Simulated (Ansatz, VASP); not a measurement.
**HfN: VASP beside Ansatz**

Contents of INCAR:

```
  ALGO = Normal
  EDIFF = 1E-8
  ENCUT = 520
  GGA = CA
  ISIF = 2
  ISMEAR = -1
  LASPH = T
  LCHARG = F
  LEFG = T
  LREAL = F
  LWAVE = F
  NBANDS = 14
  NELM = 60
  PREC = Accurate
  SIGMA = 0.03
```

Contents of KPOINTS:

```
k-points
0
Gamma
  10 10 10
```

POSCAR

```
HfN
1.0
    0.0000000000      2.2128850196      2.2128850196
    2.2128850196      0.0000000000      2.2128850196
    2.2128850196      2.2128850196      0.0000000000
Hf N
1 1
Direct
    0.0000000000      0.0000000000      0.0000000000
    0.5000000000      0.5000000000      0.5000000000
```

Input for Ansatz:

```yaml
crystal:
  lattice:
    - [0.0, 2.2128850196, 2.2128850196]
    - [2.2128850196, 0.0, 2.2128850196]
    - [2.2128850196, 2.2128850196, 0.0]
  atoms:
    - { symbol: Hf, position: [0.0, 0.0, 0.0] }
    - { symbol: "N", position: [0.5, 0.5, 0.5] }
kpoints:
  mp_grid: { grid: [10, 10, 10] }
scf:
  occupations: { method: fermi_dirac, width: 0.03 }
hamiltonian:
  xc: lda
  pseudopotentials: { kind: paw }
output:
  forces: true
  stress: true
  eigenvalues: true
  efg: { contact_densities: true }
```

Change from the starting cell: volume scaled by 0.94, PAW files.

Alike in both runs: task electric field gradients; functional LDA; k mesh 10 × 10 × 10; occupations fermi-dirac, width 0.03 eV; no spin polarisation.

```csv
,VASP,Ansatz
version,VASP 6.6.1,Ansatz 0.2.0
potentials or method,"VASP PAW LDA potentials, release 64 (Hf_pv, N)","PAW with Ansatz's default frozen-core files, scalar-relativistic"
plane-wave cutoff (eV),520,420
valence electrons in the cell,15,31
```

|  | VASP | Ansatz | Ansatz less VASP |
| --- | --- | --- | --- |
| pressure (GPa) | 8.0 | 9.1 | +1.13 |

LDA's correlation is that of Perdew and Zunger in VASP and of Perdew and Wang (1992) in Ansatz. VASP's potentials hold 15 valence electrons a cell and Ansatz's 31, so a difference there can come from the potentials and not from the codes.

Spin-orbit coupling is off throughout.
